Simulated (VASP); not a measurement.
The system is ZnCu.

```
CELL_PARAMETERS angstrom
2.98375 0.00000 0.00000
0.00000 2.98375 0.00000
0.00000 0.00000 2.98375
ATOMIC_POSITIONS crystal
Zn 0.50000 0.50000 0.50000
Cu 0.00000 0.00000 0.00000
```

Base run:

* Program: VASP 6.6.1
* Functional: r2SCAN
* Potentials or basis: VASP PAW PBE potentials, release 64 (Zn, Cu)
* Cutoff: 660 eV
* k mesh: 9 × 9 × 9
* Occupations: fermi-dirac, width 0.05 eV
* Spin: no spin polarisation

Its results: pressure -6.9 GPa.

Q: The run is repeated on the same cell with these changes: functional from r2SCAN to PBE; cutoff from 660 eV to 520 eV. What comes out?

A: Pressure -1.5 GPa.

Caveats: the PAW data sets were made with another functional, which shifts forces and pressure a little (some runs).
